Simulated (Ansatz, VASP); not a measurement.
One calculation of Br, two programs

```
CELL_PARAMETERS angstrom
-1.37425 1.37425 3.21210
1.37425 -1.37425 3.21210
1.37425 1.37425 -3.21210
ATOMIC_POSITIONS crystal
Br 0.00000 0.00000 0.00000
```

Alike in both runs: task single point; functional PBE; dispersion D3(BJ); k mesh 22 × 22 × 22; occupations gaussian, width 0.15 eV; no spin polarisation.

```csv
,VASP,Ansatz
version,VASP 6.6.1,Ansatz 0.2.0
potentials or method,"VASP PAW PBE potentials, release 64 (Br), cutoff 520 eV","scalar-relativistic, plane waves, PAW"
valence electrons in the cell,7,7
```

```csv
,VASP,Ansatz,Ansatz less VASP
gap on the k mesh at the Fermi level (eV),none,none,-
pressure (GPa),6.0,6.0,-0.01
"traceless stress, the component that is largest in VASP (GPa)",-2.60,-2.58,+0.024
```

A gap of «none» marks a metal or a gap that the smearing closes.
